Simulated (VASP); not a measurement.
Here is a VASP 6.6.1 calculation.

INCAR

```
PREC = Accurate ; ENCUT = 520
EDIFF = 1E-6 ; ISMEAR = 0
SIGMA = 0.15 ; LREAL = False
LASPH = True ; NELM = 80
ALGO = Fast ; ISIF = 2
LWAVE = False ; LCHARG = True
GGA = PE ; LELF = True
LVHAR = True ; NBANDS = 11
```

File KPOINTS:

```
regular mesh
0
Gamma
  14 14 14
```

The input POSCAR:

```
Ba
1.0
    0.0000000000      3.0710317527      3.0710317527
    3.0710317527      0.0000000000      3.0710317527
    3.0710317527      3.0710317527      0.0000000000
Ba
1
Direct
    0.0000000000      0.0000000000      0.0000000000
```

Potentials or basis: VASP PAW PBE potentials, release 64 (Ba_sv).

Command:

```bash
$ cat potpaw_PBE.64/Ba_sv/POTCAR > POTCAR
$ mpirun -np 1 vasp_std > vasp.out
```

Problem. What does it give for the pressure?

Solution. 1.0 GPa.

Problem. Predict the band gap on the k mesh.

Solution. Zero (bands 5 and 6 overlap by 0.40 eV).

Caveat: the cell differs from its parent crystal (strain -0.050 along x and y, -0.050 along z); spin-orbit coupling is left out, which moves the levels of the heavy elements.
